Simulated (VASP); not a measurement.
# Be24Cl in VASP: a series of runs, part 2 of 3

VASP 6.6.1. Earlier steps stand in the parts before.

### Step 3. Single point, LDA

INCAR reads:

```
ALGO     = Normal         # electronic algorithm
DIPOL    = 0.5 0.5 0.321
EDIFF    = 1E-6           # SCF threshold, eV
ENCUT    = 520            # plane-wave cutoff, eV
GGA      = CA             # functional
IDIPOL   = 3            
ISIF     = 2              # what is computed and relaxed
ISMEAR   = 0              # smearing method
LASPH    = T              # aspherical terms in the spheres
LCHARG   = T              # write CHGCAR
LDIPOL   = T            
LELF     = T              # ELF
LREAL    = Auto         
LVACPOTAV= T            
LVHAR    = T            
LWAVE    = F              # write WAVECAR
NBANDS   = 46             # bands
NELM     = 80             # most SCF steps
PREC     = Accurate       # precision mode
SIGMA    = 0.1            # smearing width, eV
```

KPOINTS reads:

```
k-points
0
Gamma
  6 4 1
```

POSCAR reads:

```
Be24Cl
1.0
    4.4524297778      0.0000000000      0.0000000000
    0.0000000000      7.0331519559      0.0000000000
    0.0000000000      0.0000000000     19.7998741415
Be Cl
24 1
Direct
    0.0000000000      0.3750000000      0.2020214862
    0.0000000000      0.8750000000      0.2020214862
    0.5000000000      0.3750000000      0.2020214862
    0.5000000000      0.8750000000      0.2020214862
    0.2500000000      0.1250000000      0.2344789088
    0.2500000000      0.6250000000      0.2344789088
    0.7500000000      0.1250000000      0.2344789088
    0.7500000000      0.6250000000      0.2344789088
    0.2500000000      0.3750000000      0.2993937541
    0.2500000000      0.8750000000      0.2993937541
    0.7500000000      0.3750000000      0.2993937541
    0.7500000000      0.8750000000      0.2993937541
    0.0000000000      0.1250000000      0.3261495625
    0.0000000000      0.6250000000      0.3261495625
    0.5000000000      0.1250000000      0.3261495625
    0.5000000000      0.6250000000      0.3261495625
    0.0000000000      0.3750000000      0.3969669015
    0.0000000000      0.8750000000      0.3969669015
    0.5000000000      0.3750000000      0.3969669015
    0.5000000000      0.8750000000      0.3969669015
    0.2500000000      0.1250000000      0.4191882273
    0.2500000000      0.6250000000      0.4191882273
    0.7500000000      0.1250000000      0.4191882273
    0.7500000000      0.6250000000      0.4191882273
    0.4166666667      0.1875000000      0.5088143015
```

Potentials or basis: VASP PAW LDA potentials, release 64 (Be, Cl).

The run is started by

```
$ cat potpaw_LDA.64/Be/POTCAR potpaw_LDA.64/Cl/POTCAR > POTCAR
$ mpirun -np 1 vasp_std > vasp.out
```

OUTCAR:

```text
EDIFF = 1E-6
   ENCUT = 520
   GGA = CA
   ISIF = 2
   ISMEAR = 0
   LASPH = T
   LREAL = Auto
   NELM = 80
   PREC = Accurate

 ion  position               nearest neighbor table
   1  0.000  0.375  0.202-   5 2.18   6 2.18   7 2.18   8 2.18   3 2.23   3 2.23  11 2.23   9 2.23

   2  0.000  0.875  0.202-   5 2.18   6 2.18   7 2.18   8 2.18   4 2.23   4 2.23  12 2.23  10 2.23

   3  0.500  0.375  0.202-   5 2.18   6 2.18   7 2.18   8 2.18   1 2.23   1 2.23  11 2.23   9 2.23
[... 39 lines left out ...]
  23  0.750  0.125  0.419-  17 2.13  18 2.13  19 2.13  20 2.13  13 2.15  15 2.15  21 2.23  21 2.23
                            25 2.35
  24  0.750  0.625  0.419-  17 2.13  18 2.13  19 2.13  20 2.13  14 2.15  16 2.15  22 2.23  22 2.23

  25  0.417  0.188  0.509-  21 1.97  23 2.35

  LATTYP: Found a simple orthorhombic cell.
 ALAT       =     4.4524297778
 B/A-ratio  =     1.5796210849
 C/A-ratio  =     4.4469817896

  Lattice vectors:

 A1 = (   4.4524297778,   0.0000000000,   0.0000000000)
 A2 = (   0.0000000000,   7.0331519559,   0.0000000000)
 A3 = (   0.0000000000,   0.0000000000,  19.7998741415)

Analysis of symmetry for initial positions (statically):
=====================================================================
 Subroutine PRICEL returns:
 Original cell was already a primitive cell.

 Routine SETGRP: Setting up the symmetry group for a
 simple orthorhombic supercell.

 Subroutine GETGRP returns: Found  1 space group operations
 (whereof  1 operations were pure point group operations)
 out of a pool of  8 trial point group operations.

The static configuration has the point symmetry C_1 .

Analysis of symmetry for dynamics (positions and initial velocities):
=====================================================================
 Subroutine PRICEL returns:
 Original cell was already a primitive cell.

 Routine SETGRP: Setting up the symmetry group for a
 simple orthorhombic supercell.

 Subroutine GETGRP returns: Found  1 space group operations
 (whereof  1 operations were pure point group operations)
 out of a pool of  8 trial point group operations.

The dynamic configuration has the point symmetry C_1 .

 Subroutine INISYM returns: Found  1 space group operations
 (whereof  1 operations are pure point group operations),
 and found     1 'primitive' translations

----------------------------------------------------------------------------------------

                                     Primitive cell

  volume of cell :     620.0254

  direct lattice vectors                    reciprocal lattice vectors
     4.452429778  0.000000000  0.000000000     0.224596468  0.000000000  0.000000000
     0.000000000  7.033151956  0.000000000     0.000000000  0.142183761  0.000000000
     0.000000000  0.000000000 19.799874141     0.000000000  0.000000000  0.050505372

  length of vectors
     4.452429778  7.033151956 19.799874141     0.224596468  0.142183761  0.050505372

  position of ions in fractional coordinates (direct lattice)
     0.000000000  0.375000000  0.202021486
     0.000000000  0.875000000  0.202021486
[... 92 lines left out ...]
  0.333333  0.500000  0.000000      2.000000
  0.500000  0.500000  0.000000      1.000000
   k-points           NKPTS =     14   k-points in BZ     NKDIM =     14   number of bands    NBANDS=     46
   number of dos      NEDOS =    301   number of ions     NIONS =     25
   total plane-waves  NPLWV = 291600
   dimension x,y,z NGX =    36 NGY =   54 NGZ =  150
   dimension x,y,z NGXF=    72 NGYF=  108 NGZF=  300
   ions per type =              24   1
   NGX,Y,Z   is equivalent  to a cutoff of  13.44, 12.76, 12.59 a.u.
   NGXF,Y,Z  is equivalent  to a cutoff of  26.88, 25.53, 25.19 a.u.
 SYSTEM =  unknown system
   PREC   = accura    normal or accurate (medium, high low for compatibility)
   ISTART =      0    job   : 0-new  1-cont  2-samecut
   ICHARG =      2    charge: 1-file 2-atom 10-const
   ISPIN  =      1    spin polarized calculation?
   LNONCOLLINEAR =      F non collinear calculations
   LSORBIT =      F    spin-orbit coupling
   LASPH  =      T    aspherical Exc in radial PAW
   ENCUT  =  520.0 eV  38.22 Ry    6.18 a.u.   8.28 13.08 36.81*2*pi/ulx,y,z
   NELM   =     80;   NELMIN=  2; NELMDL= -5     # of ELM steps
   EDIFF  = 0.1E-05   stopping-criterion for ELM
   LREAL  =      T    real-space projection
   EDIFFG = 0.1E-04   stopping-criterion for IOM
   NSW    =      0    number of steps for IOM
   IBRION =     -1    ionic relax: 0-MD 1-quasi-New 2-CG
   NFREE  =      0    steps in history (QN), initial steepest desc. (CG)
   ISIF   =      2    stress and relaxation
   ISYM   =      2    0-nonsym 1-usesym 2-fastsym
   POTIM  = 0.5000    time-step for ionic-motion
   TEBEG  =    0.0;   TEEND  =   0.0 temperature during run
   PSTRESS=    0.0 pullay stress
   NELECT =      55.0000    total number of electrons
   NUPDOWN=      -1.0000    fix difference up-down
   EMIN   =  10.00;   EMAX   =-10.00  energy-range for DOS
   EFERMI =   0.00;   METHOD = LEGACY
   ISMEAR =     0;   SIGMA  =   0.10  broadening in eV -4-tet -1-fermi 0-gaus
   EFERMI_NEDOS =   21; number of points for ismear=-14 and -15
   IALGO  =     38    algorithm
   IMIX   =      4    mixing-type and parameters
     AMIX     =   0.40;   BMIX     =  1.00
     AMIX_MAG =   1.60;   BMIX_MAG =  1.00
  volume/ion in A,a.u.               =      24.80       167.37
  Fermi-wavevector in a.u.,A,eV,Ry     =   0.730117  1.379721  7.252872  0.533071
  Thomas-Fermi vector in A             =   1.822008
   LORBIT       =      0    0 simple, 1 ext, 2 COOP (PROOUT), +10 PAW based schemes
   GGA     = CA    functional components
   LHFCALC =     F    Hartree Fock is set to
   AEXX    =    0.0000 exact exchange contribution
   IVDW    =     0    specifies the selected vdW correction
   LEPSILON=     F    determine dielectric tensor
   LRPA    =     F    only Hartree local field effects (RPA)
 non-spin polarized calculation
 Gauss-broadening in eV      SIGMA  =   0.10
  energy-cutoff  :      520.00
  volume of cell :      620.03
 maximum number of plane-waves:     16734
 NGX is ok and might be reduce to    36
   NGX = 17   NGY = 27   NGZ = 73

 dipolmoment           0.000000      0.000000     -0.062709 electrons x Angstroem

 number of electron      55.0000000 magnetization

 dipolmoment           0.000000      0.000000      0.148056 electrons x Angstroem

 Free energy of the ion-electron system (eV)
  ---------------------------------------------------
  ext. energy  EPLUGINS =         0.00000000
  ---------------------------------------------------
  free energy    TOTEN  =       -96.75567099 eV

  energy without entropy =      -96.73719347  energy(sigma->0) =      -96.74643223

 E-fermi :  -1.1941     XC(G=0):  -4.4627

 val. band max:       -1.2296897540   @ k =   0.5000   0.2500   0.0000
 cond. band min:      -1.1573631889   @ k =   0.0000   0.0000   0.0000
 fundamental gap:      0.0723265651
 Fermi energy:        -1.1940831960

 k-point     1 :       0.0000    0.0000    0.0000
  band No.  band energies     occupation
      1     -16.9310      2.00000
      2     -11.5340      2.00000
      3      -9.4821      2.00000
      4      -9.4020      2.00000
      5      -9.3894      2.00000
      6      -7.4863      2.00000
[... 577 lines left out ...]
     38       3.4777      0.00000
     39       3.6042      0.00000
 [bands above 39 left out]

------------------------ aborting loop because EDIFF is reached ----------------------------------------

  FORCE on cell =-STRESS in cart. coord.  units (eV):
  Direction    XX          YY          ZZ          XY          YZ          ZX
  --------------------------------------------------------------------------------------
  -------------------------------------------------------------------------------------
  Total        1.8170878     -4.0597305     -0.3171006      0.0798513     -0.9309988      0.9820594
  in kB        4.6954474    -10.4905505     -0.8194040      0.2063398     -2.4057484      2.5376916
  external PRESSURE =      -2.2048357 kB  Pullay stress =       0.0000000 kB

 VOLUME and BASIS-vectors are now :
 -----------------------------------------------------------------------------
  energy-cutoff  :      520.00
  volume of cell :      620.03
      direct lattice vectors                 reciprocal lattice vectors
     4.452429778  0.000000000  0.000000000     0.224596468  0.000000000  0.000000000
     0.000000000  7.033151956  0.000000000     0.000000000  0.142183761  0.000000000
     0.000000000  0.000000000 19.799874141     0.000000000  0.000000000  0.050505372

 POSITION                                       TOTAL-FORCE (eV/Angst)
 -----------------------------------------------------------------------------------
      0.00000      2.63743      4.00000         0.014628     -0.054149      0.554472
      0.00000      6.15401      4.00000        -0.011587      0.038964      0.541868
      2.22621      2.63743      4.00000        -0.008069      0.088272      0.603180
      2.22621      6.15401      4.00000         0.014533     -0.178152      0.581200
      1.11311      0.87914      4.64265        -0.035722      0.035088     -0.606604
      1.11311      4.39572      4.64265         0.011577     -0.006152     -0.753219
[... 17 lines left out ...]
      3.33932      4.39572      8.29987         0.061952     -0.032556      0.053437
      1.85518      1.31872     10.07446         0.573758     -0.314260      0.029667
 -----------------------------------------------------------------------------------
    total drift:                               -0.000009      0.003794     -0.001947

  FREE ENERGIE OF THE ION-ELECTRON SYSTEM (eV)
  ---------------------------------------------------
  free  energy   TOTEN  =       -96.7556709860 eV

  energy  without entropy=      -96.7371934735  energy(sigma->0) =      -96.74643223

 vacuum level on the upper side and lower side of the slab         4.152         3.297
```

It took 13 min on 1 thread of Intel Xeon Platinum 8488C (Sapphire Rapids), shared host; peak memory 0.62 GiB.

What came out:

```
Free energy            : -96.7557 eV
Largest force          : 0.806 eV/Å
Band gap on the k mesh : zero (an odd number of electrons rules out a gap without spin polarisation)
```

Forces on the atoms (eV/Å):
```
Be   0.015 -0.054  0.554
Be  -0.012  0.039  0.542
Be  -0.008  0.088  0.603
Be   0.015 -0.178  0.581
Be  -0.036  0.035 -0.607
Be   0.012 -0.006 -0.753
Be   0.037  0.035 -0.590
Be  -0.017  0.063 -0.804
Be  -0.096  0.048  0.127
Be  -0.035 -0.093  0.019
Be   0.080  0.108 -0.010
Be   0.037 -0.081 -0.005
Be   0.081  0.024  0.191
Be  -0.064  0.031  0.019
Be  -0.001 -0.010  0.385
Be   0.046  0.117 -0.126
Be  -0.211  0.449 -0.505
Be  -0.065 -0.235 -0.209
Be   0.098  0.455 -0.135
Be   0.013 -0.432 -0.427
Be  -0.067 -0.166  0.456
Be  -0.047  0.099 -0.018
Be  -0.410  0.012  0.626
Be   0.062 -0.033  0.053
Cl   0.574 -0.314  0.030
```

Levels at points of the mesh, in eV from the Fermi level:
| k point | band 24 | band 25 | band 26 | band 27 | band 28 | band 29 | band 30 | band 31 |
| --- | --- | --- | --- | --- | --- | --- | --- | --- |
| (0.00, 0.00, 0.00) | -2.02 | -1.56 | -0.93 | -0.06 | 0.04 | 0.31 | 0.80 | 1.71 |
| (0.50, 0.00, 0.00) | -1.05 | -0.70 | -0.27 | 0.77 | 0.80 | 1.38 | 1.50 | 1.52 |
| (0.00, 0.50, 0.00) | -1.32 | -1.10 | -0.99 | -0.92 | -0.75 | 0.21 | 0.47 | 1.36 |
| (0.50, 0.50, 0.00) | -1.55 | -0.51 | -0.20 | -0.05 | 0.16 | 0.49 | 0.58 | 0.62 |

### Step 4. Single point, LDA

INCAR reads:

```
  PREC = Accurate
  ENCUT = 520
  EDIFF = 1E-6
  ISMEAR = 0
  SIGMA = 0.1
  LREAL = Auto
  LASPH = True
  NELM = 80
  ALGO = Normal
  ISIF = 2
  LWAVE = False
  LCHARG = False
  LDIPOL = True
  IDIPOL = 3
  DIPOL = 0.5 0.5 0.321
  NBANDS = 46
```

KPOINTS reads:

```
regular mesh
0
Gamma
  6 4 1
```

Edit POSCAR of step 3 so:

```diff
@@ -32,2 +32,2 @@
     0.7500000000      0.6250000000      0.4191882273
-    0.4166666667      0.1875000000      0.5088143015
+    0.4166666667      0.3125000000      0.5030945040
```

The run is started by

```
$ cat potpaw_LDA.64/Be/POTCAR potpaw_LDA.64/Cl/POTCAR > POTCAR
$ mpirun -np 1 vasp_std > vasp.out
```

Wall time 16 min (1 thread of Intel Xeon Platinum 8488C (Sapphire Rapids), shared host); peak memory 0.61 GiB.

The run converged. Its results:

```
Free energy            : -96.1167 eV
Largest force          : 1.009 eV/Å
Band gap on the k mesh : zero (an odd number of electrons rules out a gap without spin polarisation)
```

Forces in eV/Å, atoms in the order of the input:
```
Be   0.044 -0.024  0.515
Be  -0.077 -0.015  0.581
Be  -0.034  0.012  0.567
Be   0.073 -0.129  0.480
Be  -0.013  0.076 -0.658
Be  -0.015 -0.049 -0.608
Be   0.004  0.044 -0.683
Be   0.001  0.118 -0.758
Be  -0.175  0.027  0.232
Be  -0.039 -0.069  0.078
Be   0.156  0.075 -0.044
Be   0.067 -0.020  0.163
Be   0.094  0.067  0.050
Be  -0.034  0.026 -0.111
Be  -0.006  0.027  0.378
Be   0.044  0.064  0.171
Be  -0.416  0.402 -0.826
Be  -0.039 -0.070  0.004
Be   0.264  0.239  0.244
Be  -0.011 -0.064 -0.140
Be   0.076 -0.068  0.616
Be  -0.235  0.351 -0.097
Be   0.025 -0.096  0.037
Be   0.334  0.070 -0.203
Cl  -0.088 -0.993  0.013
```

Levels at points of the mesh, in eV from the Fermi level:
```csv
k point,band 23,band 24,band 25,band 26,band 27,band 28,band 29,band 30,band 31,band 32
"(0.00, 0.00, 0.00)",-2.50,-2.33,-1.32,-1.07,-0.13,0.07,0.31,0.73,1.22,1.85
"(0.50, 0.00, 0.00)",-1.53,-1.38,-0.70,0.02,0.64,0.65,1.23,1.38,1.41,1.46
"(0.00, 0.50, 0.00)",-2.14,-1.35,-1.21,-1.02,-1.00,-0.57,0.12,0.37,1.23,1.93
"(0.50, 0.50, 0.00)",-1.79,-1.57,-0.62,-0.44,-0.02,0.27,0.36,0.41,0.56,1.38
```

(Continued in part 3 of 3.)

The gap in the log of VASP goes by the Fermi energy; the results here count the filled bands.